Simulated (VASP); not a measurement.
BiTe:

```
Bi Te
1.0
     2.40645    1.38936    3.29503
    -2.40645    1.38936    3.29503
     0.00000   -2.77873    3.29503
Bi Te
1 1
Direct
  0.50000 0.50000 0.50000
  0.00000 0.00000 0.00000
```

Base run:

* Program: VASP 6.6.1
* Functional: PBE
* Potentials or basis: VASP PAW PBE potentials, release 64 (Bi_d, Te)
* Cutoff: 520 eV
* k mesh: 7 × 7 × 7
* Occupations: fermi-dirac, width 0.05 eV
* Spin: no spin polarisation

Its results: pressure 1.1 GPa.

Q: The run is repeated on the same cell with these changes: functional from PBE to LDA; potentials or basis from VASP PAW PBE potentials, release 64 (Bi_d, Te) to VASP PAW LDA potentials, release 64 (Bi_d, Te). What comes out?

A: Pressure -2.5 GPa.
